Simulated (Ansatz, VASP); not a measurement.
# Two plane-wave programs on CdF2

```xyz
3
Lattice="0.0000 2.6942 2.6942 2.6942 0.0000 2.6942 2.6942 2.6942 0.0000" Properties=species:S:1:pos:R:3 pbc="T T T"
Cd    0.0000    0.0000    0.0000
F     1.3471    1.3471    1.3471
F     4.0413    4.0413    4.0413
```

Alike in both runs: task single point; functional PBE; k mesh 8 × 8 × 8; occupations fermi-dirac, width 0.02 eV; no spin polarisation.

|  | VASP | Ansatz |
| --- | --- | --- |
| version | VASP 6.6.1 | Ansatz 0.2.0 |
| potentials or method | VASP PAW PBE potentials, release 64 (Cd, F) | plane waves, PAW |
| plane-wave cutoff (eV) | 520 | 420 |
| valence electrons in the cell | 26 | 34 |

Ansatz gave:

```
gap on the k mesh at the Fermi level (eV) : 3.10
pressure (GPa)                            : 5.4
```

Problem. Estimate VASP's values.

Solution. gap on the k mesh at the Fermi level (eV): 3.07; pressure (GPa): 6.2.

VASP's potentials hold 26 valence electrons a cell and Ansatz's 34, so a difference there can come from the potentials and not from the codes.
